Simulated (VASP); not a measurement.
# Ag (Cmcm) in VASP: notebook

Runs on Ag. Level: PBEsol. Tasks: relaxation of cell and atoms, single point.

Program: VASP 6.6.1. These are calculated values, not measurements. Logs are shortened: lines on timing, memory, paths and dates and some standing lists are left out, and cuts for length are marked.

### 1 The cell of the first run

The structure is orthorhombic, space group Cmcm (No. 63). Conventional cell: a = 2.824 Å, b = 5.098 Å, c = 4.661 Å, α = 90.00°, β = 90.00°, γ = 90.00°. Ag (site symmetry m2m) has 12 Ag at 2.82 to 2.91 Å within 3.7 Å.

### 2 Relaxation of cell and atoms, PBEsol

Input file INCAR:

```
SYSTEM = Ag
PREC = Accurate
ENCUT = 600
EDIFF = 1E-6
ISMEAR = 0
SIGMA = 0.1
LREAL = .False.
LASPH = .True.
NELM = 100
ALGO = Normal
ISIF = 3
LWAVE = .False.
LCHARG = .False.
GGA = PS
IBRION = 2
NSW = 80
EDIFFG = -0.01
```

Input file KPOINTS:

```
Automatic mesh
0
Gamma
  16 16 10
  0 0 0
```

Input file POSCAR:

```
Ag
1.0
    1.4117501670     -2.5487988410      0.0000000000
    1.4117501670      2.5487988410      0.0000000000
    0.0000000000      0.0000000000      4.6605031931
Ag
2
Direct
    0.6622680491      0.3377319509      0.2500000000
    0.3377319509      0.6622680491      0.7500000000
```

Potentials or basis: VASP PAW PBE potentials, release 64 (Ag).

Launch:

```sh
cat potpaw_PBE.64/Ag/POTCAR > POTCAR
mpirun -np 1 vasp_std > vasp.out
```

OUTCAR:

```text
SYSTEM = Ag
   PREC = Accurate
   ENCUT = 600
   EDIFF = 1E-6
   ISMEAR = 0
   LREAL = .False.
   LASPH = .True.
   NELM = 100
   ISIF = 3
   GGA = PS
   IBRION = 2
   NSW = 80
   EDIFFG = -0.01

 ion  position               nearest neighbor table
   1  0.662  0.338  0.250-   2 2.86   2 2.86   2 2.87   2 2.87   2 2.87   2 2.87
   2  0.338  0.662  0.750-   1 2.86   1 2.86   1 2.87   1 2.87   1 2.87   1 2.87

  LATTYP: Found a base centered orthorhombic cell.
 ALAT       =     2.8235003340
 B/A-ratio  =     1.8054177719
 C/A-ratio  =     1.6506118795

  Lattice vectors:

 A1 = (   1.4117501670,  -2.5487988410,   0.0000000000)
 A2 = (   1.4117501670,   2.5487988410,   0.0000000000)
 A3 = (   0.0000000000,   0.0000000000,   4.6605031931)

Analysis of symmetry for initial positions (statically):
=====================================================================
 Subroutine PRICEL returns:
 Original cell was already a primitive cell.

 Routine SETGRP: Setting up the symmetry group for a
 base centered orthorhombic supercell.

 Subroutine GETGRP returns: Found  8 space group operations
 (whereof  4 operations were pure point group operations)
 out of a pool of  8 trial point group operations.

The static configuration has the point symmetry C_2h.
 The point group associated with its full space group is D_2h.

Analysis of symmetry for dynamics (positions and initial velocities):
=====================================================================
 Subroutine PRICEL returns:
 Original cell was already a primitive cell.

 Routine SETGRP: Setting up the symmetry group for a
 base centered orthorhombic supercell.

 Subroutine GETGRP returns: Found  8 space group operations
 (whereof  4 operations were pure point group operations)
 out of a pool of  8 trial point group operations.

The dynamic configuration has the point symmetry C_2h.
 The point group associated with its full space group is D_2h.

 Subroutine INISYM returns: Found  8 space group operations
 (whereof  4 operations are pure point group operations),
 and found     1 'primitive' translations

----------------------------------------------------------------------------------------

                                     Primitive cell

  volume of cell :      33.5395

  direct lattice vectors                    reciprocal lattice vectors
     1.411750167 -2.548798841  0.000000000     0.354170314 -0.196170836  0.000000000
     1.411750167  2.548798841  0.000000000     0.354170314  0.196170836  0.000000000
     0.000000000  0.000000000  4.660503193     0.000000000  0.000000000  0.214569105

  length of vectors
     2.913659909  2.913659909  4.660503193     0.404869866  0.404869866  0.214569105

  position of ions in fractional coordinates (direct lattice)
     0.662268049  0.337731951  0.250000000
     0.337731951  0.662268049  0.750000000

  ion indices of the primitive-cell ions
   primitive index   ion index
                 1           1
                 2           2

----------------------------------------------------------------------------------------

 KPOINTS: Automatic mesh

Automatic generation of k-mesh.
 Grid dimensions read from file:
 generate k-points for:   16   16   10

 Generating k-lattice:

  Cartesian coordinates                     Fractional coordinates (reciprocal lattice)
     0.022135645 -0.012260677  0.000000000     0.062500000  0.000000000  0.000000000
     0.022135645  0.012260677  0.000000000     0.000000000  0.062500000  0.000000000
     0.000000000  0.000000000  0.021456911     0.000000000  0.000000000  0.100000000

  Length of vectors
     0.025304367  0.025304367  0.021456911

  Shift w.r.t. Gamma in fractional coordinates (k-lattice)
     0.000000000  0.000000000  0.000000000

 Subroutine IBZKPT returns following result:
 ===========================================

 Found    438 irreducible k-points:

 Following reciprocal coordinates:
            Coordinates               Weight
  0.000000  0.000000  0.000000      1.000000
  0.062500  0.000000  0.000000      4.000000
  0.125000  0.000000  0.000000      4.000000
  0.187500  0.000000  0.000000      4.000000
  0.250000  0.000000  0.000000      4.000000
  0.312500 -0.000000  0.000000      4.000000
[... 16 lines left out ...]
 -0.125000  0.062500  0.000000      4.000000
 -0.062500  0.062500  0.000000      2.000000
 [... further k-points ...]
   k-points           NKPTS =    438   k-points in BZ     NKDIM =    438   number of bands    NBANDS=     15
   number of dos      NEDOS =    301   number of ions     NIONS =      2
   total plane-waves  NPLWV =  23040
   dimension x,y,z NGX =    24 NGY =   24 NGZ =   40
   dimension x,y,z NGXF=    48 NGYF=   48 NGZF=   80
   ions per type =               2
   NGX,Y,Z   is equivalent  to a cutoff of  13.69, 13.69, 14.27 a.u.
   NGXF,Y,Z  is equivalent  to a cutoff of  27.39, 27.39, 28.54 a.u.
 SYSTEM =  Ag
   PREC   = accura    normal or accurate (medium, high low for compatibility)
   ISTART =      0    job   : 0-new  1-cont  2-samecut
   ICHARG =      2    charge: 1-file 2-atom 10-const
   ISPIN  =      1    spin polarized calculation?
   LNONCOLLINEAR =      F non collinear calculations
   LSORBIT =      F    spin-orbit coupling
   LASPH  =      T    aspherical Exc in radial PAW
   ENCUT  =  600.0 eV  44.10 Ry    6.64 a.u.   5.82  5.82  9.31*2*pi/ulx,y,z
   NELM   =    100;   NELMIN=  2; NELMDL= -5     # of ELM steps
   EDIFF  = 0.1E-05   stopping-criterion for ELM
   LREAL  =      F    real-space projection
   EDIFFG = -.1E-01   stopping-criterion for IOM
   NSW    =     80    number of steps for IOM
   IBRION =      2    ionic relax: 0-MD 1-quasi-New 2-CG
   NFREE  =      1    steps in history (QN), initial steepest desc. (CG)
   ISIF   =      3    stress and relaxation
   ISYM   =      2    0-nonsym 1-usesym 2-fastsym
   POTIM  = 0.5000    time-step for ionic-motion
   TEBEG  =    0.0;   TEEND  =   0.0 temperature during run
   PSTRESS=    0.0 pullay stress
   NELECT =      22.0000    total number of electrons
   NUPDOWN=      -1.0000    fix difference up-down
   EMIN   =  10.00;   EMAX   =-10.00  energy-range for DOS
   EFERMI =   0.00;   METHOD = LEGACY
   ISMEAR =     0;   SIGMA  =   0.10  broadening in eV -4-tet -1-fermi 0-gaus
   EFERMI_NEDOS =   21; number of points for ismear=-14 and -15
   IALGO  =     38    algorithm
   IMIX   =      4    mixing-type and parameters
     AMIX     =   0.40;   BMIX     =  1.00
     AMIX_MAG =   1.60;   BMIX_MAG =  1.00
  volume/ion in A,a.u.               =      16.77       113.17
  Fermi-wavevector in a.u.,A,eV,Ry     =   1.422428  2.687999 27.528690  2.023302
  Thomas-Fermi vector in A             =   2.543133
   LORBIT       =      0    0 simple, 1 ext, 2 COOP (PROOUT), +10 PAW based schemes
   GGA     = PS    functional components
   LHFCALC =     F    Hartree Fock is set to
   AEXX    =    0.0000 exact exchange contribution
   IVDW    =     0    specifies the selected vdW correction
   LEPSILON=     F    determine dielectric tensor
   LRPA    =     F    only Hartree local field effects (RPA)
 conjugate gradient relaxation of ions
 non-spin polarized calculation
 Gauss-broadening in eV      SIGMA  =   0.10
  energy-cutoff  :      600.00
  volume of cell :       33.54
 maximum number of plane-waves:      1144
   NGX = 11   NGY = 11   NGZ = 19

--------------------------------------- Ionic step        1  -------------------------------------------

 number of electron      22.0000003 magnetization

 Free energy of the ion-electron system (eV)
  ---------------------------------------------------
  ext. energy  EPLUGINS =         0.00000000
  ---------------------------------------------------
  free energy    TOTEN  =        -6.59923341 eV

  energy without entropy =       -6.59579036  energy(sigma->0) =       -6.59751189

------------------------ aborting loop because EDIFF is reached ----------------------------------------

  FORCE on cell =-STRESS in cart. coord.  units (eV):
  Direction    XX          YY          ZZ          XY          YZ          ZX
  --------------------------------------------------------------------------------------
  -------------------------------------------------------------------------------------
  Total        0.0659683     -0.4777865      0.0351470      0.0000000      0.0000000      0.0000000
  in kB        3.1512989    -22.8238157      1.6789680      0.0000000      0.0000000      0.0000000
  external PRESSURE =      -5.9978496 kB  Pullay stress =       0.0000000 kB
[... 89 lines left out ...]
  FREE ENERGIE OF THE ION-ELECTRON SYSTEM (eV)
  ---------------------------------------------------
  free  energy   TOTEN  =        -6.6033372183 eV

  energy  without entropy=       -6.5996724416  energy(sigma->0) =       -6.60150483

[... ionic steps 4 to 13 ...]

--------------------------------------- Ionic step       14  -------------------------------------------

 number of electron      21.9999998 magnetization

------------------------ aborting loop because EDIFF is reached ----------------------------------------
[... 67 lines left out ...]
--------------------------------------- Ionic step       16  -------------------------------------------

 number of electron      21.9999999 magnetization

 Free energy of the ion-electron system (eV)
  ---------------------------------------------------
  ext. energy  EPLUGINS =         0.00000000
  ---------------------------------------------------
  free energy    TOTEN  =        -6.60560224 eV

  energy without entropy =       -6.60171190  energy(sigma->0) =       -6.60365707

 E-fermi :   8.4779     XC(G=0): -12.5458

 val. band max:        8.4445650753   @ k =   0.5000   0.4375   0.2000
 cond. band min:       8.4779323227   @ k =   0.3125   0.1875   0.3000
 fundamental gap:      0.0333672473
 Fermi energy:         8.4778993368

 k-point     1 :       0.0000    0.0000    0.0000
  band No.  band energies     occupation
      1       0.5497      2.00000
      2       2.0082      2.00000
      3       3.6771      2.00000
      4       3.7830      2.00000
      5       3.7951      2.00000
      6       4.0335      2.00000
      7       4.0423      2.00000
      8       4.4177      2.00000
      9       4.4243      2.00000
     10       5.4716      2.00000
     11       5.4741      2.00000
     12       8.0033      2.00000
     13      12.2068      0.00000
     14      24.2480      0.00000
[... 401 lines left out ...]
      2       2.0753      2.00000
      3       3.6070      2.00000
      4       3.8438      2.00000
      5       3.8600      2.00000
      6       4.0175      2.00000
      7       4.0890      2.00000
      8       4.3671      2.00000
      9       4.3818      2.00000
     10       5.2430      2.00000
     11       5.4895      2.00000
     12       8.3659      1.88683
     13      12.2271      0.00000
     14      24.0572      0.00000
     15      25.5524      0.00000

 [... further k-points ...]
[... 5 lines left out ...]
  --------------------------------------------------------------------------------------
  -------------------------------------------------------------------------------------
  Total       -0.0055785      0.0108454      0.0058219      0.0000000      0.0000000      0.0000000
  in kB       -0.2680739      0.5211747      0.2797696      0.0000000      0.0000000      0.0000000
  external PRESSURE =       0.1776235 kB  Pullay stress =       0.0000000 kB
[... 17 lines left out ...]
  FREE ENERGIE OF THE ION-ELECTRON SYSTEM (eV)
  ---------------------------------------------------
  free  energy   TOTEN  =        -6.6056022432 eV

  energy  without entropy=       -6.6017118996  energy(sigma->0) =       -6.60365707

 reached required accuracy - stopping structural energy minimisation
```

It took 13 min on 1 thread of AMD EPYC 9R45 (Zen 5), shared host; peak memory 0.34 GiB.

Results:

```
Free energy                            : -6.6056 eV
Relaxed volume                         : 16.67 Å³/atom
Relaxed cell                           : a = 2.863 Å, b = 2.863 Å, c = 4.692 Å, α = 90.00°, β = 90.00°, γ = 119.94°
Space group after relaxing (to 0.05 Å) : P6_3/mmc (No. 194)
Energy gained by relaxing              : 3.2 meV/atom
Ionic steps                            : 16
Pressure after relaxing                : 0.0 GPa
Band gap on the k mesh                 : zero (band 11 reaches 12.23 eV, above the bottom of band 12 at 5.15 eV)
```

The path:
| step | energy change (eV) | largest force (eV/Å) | pressure (GPa) | volume (Å³) |
| --- | --- | --- | --- | --- |
| 1 | 0.0000 | 0.0038 | -0.60 | 33.54 |
| 2 | -0.0037 | 0.0135 | 0.43 | 33.23 |
| 3 | -0.0041 | 0.0200 | 0.88 | 33.11 |
| 4 | -0.0057 | 0.0327 | -0.22 | 33.40 |
| 5 | -0.0057 | 0.0319 | -0.11 | 33.38 |
| 6 | -0.0057 | 0.0321 | -0.14 | 33.39 |
| 7 | -0.0058 | 0.0312 | 0.02 | 33.35 |
| 8 | -0.0059 | 0.0295 | 0.20 | 33.30 |
| 9 | -0.0060 | 0.0273 | 0.04 | 33.33 |
| 10 | -0.0061 | 0.0228 | -0.15 | 33.37 |
| 11 | -0.0061 | 0.0211 | -0.20 | 33.39 |
| 12 | -0.0062 | 0.0171 | -0.10 | 33.37 |
| 13 | -0.0063 | 0.0069 | 0.09 | 33.32 |
| 14 | -0.0063 | 0.0036 | -0.04 | 33.35 |
| 15 | -0.0064 | 0.0020 | -0.07 | 33.36 |
| 16 | -0.0064 | 0.0005 | 0.02 | 33.34 |

Final structure:
```xyz
2
Lattice="1.4330 -2.4791 0.0000 1.4330 2.4791 0.0000 0.0000 0.0000 4.6925" Properties=species:S:1:pos:R:3 pbc="T T T"
Ag    1.4330   -0.8273    1.1731
Ag    1.4330    0.8273    3.5194
```

Caveat: the PAW data sets were made with another functional, which shifts forces and pressure a little.

### 3 Single point, PBEsol

This run uses another cell than the first one, of 16.70 Å³/atom, 0.996 times its volume.

Input file INCAR:

```
ALGO = Normal ; EDIFF = 1E-6
ENCUT = 520 ; GGA = PS
ISIF = 2 ; ISMEAR = 0
LASPH = True ; LCHARG = False
LREAL = False ; LWAVE = False
NBANDS = 18 ; NELM = 100
PREC = Accurate ; SIGMA = 0.1
```

Input file KPOINTS:

```
k-points
0
Gamma
  16 16 10
```

Input file POSCAR:

```
Ag
1.0
    1.4333458528     -2.4829200151      0.0000000000
    1.4333458528      2.4829200151      0.0000000000
    0.0000000000      0.0000000000      4.6929493658
Ag
2
Direct
    0.6665788445      0.3334211555      0.2500000000
    0.3334211555      0.6665788445      0.7500000000
```

Potentials or basis: VASP PAW PBE potentials, release 64 (Ag).

Launch:

```sh
cat potpaw_PBE.64/Ag/POTCAR > POTCAR
mpirun -np 1 vasp_std > vasp.out
```

It took 1.9 min on 1 thread of Intel Xeon Platinum 8488C (Sapphire Rapids), shared host; peak memory 0.32 GiB.

Results (log left out):

- Free energy: -6.6054 eV
- Pressure: -0.2 GPa
- Band gap on the k mesh: zero (band 11 reaches 12.20 eV, above the bottom of band 12 at 5.12 eV)

Stress tensor (GPa, compression positive):
```
-0.25  0.00  0.00
 0.00 -0.24  0.00
 0.00  0.00 -0.14
```

Levels at points of the mesh, in eV from the Fermi level:
| k point | band 8 | band 9 | band 10 | band 11 | band 12 | band 13 | band 14 | band 15 |
| --- | --- | --- | --- | --- | --- | --- | --- | --- |
| (0.00, 0.00, 0.00) | -4.06 | -4.05 | -3.00 | -3.00 | -0.46 | 3.73 | 15.76 | 17.66 |
| (0.50, 0.00, 0.00) | -2.86 | -2.81 | -2.71 | 0.15 | 1.66 | 7.00 | 7.26 | 9.61 |
| (0.50, 0.50, 0.00) | -2.86 | -2.81 | -2.71 | 0.15 | 1.66 | 7.00 | 7.26 | 9.60 |
| (0.00, 0.00, 0.50) | -4.56 | -3.33 | -3.33 | -3.33 | -3.33 | 11.29 | 11.29 | 16.13 |
| (0.50, 0.00, 0.50) | -3.06 | -2.77 | -2.77 | 0.76 | 0.76 | 4.77 | 4.77 | 13.82 |
| (0.50, 0.50, 0.50) | -3.06 | -2.77 | -2.77 | 0.75 | 0.75 | 4.77 | 4.77 | 13.83 |

Caveat: the PAW data sets were made with another functional, which shifts forces and pressure a little.
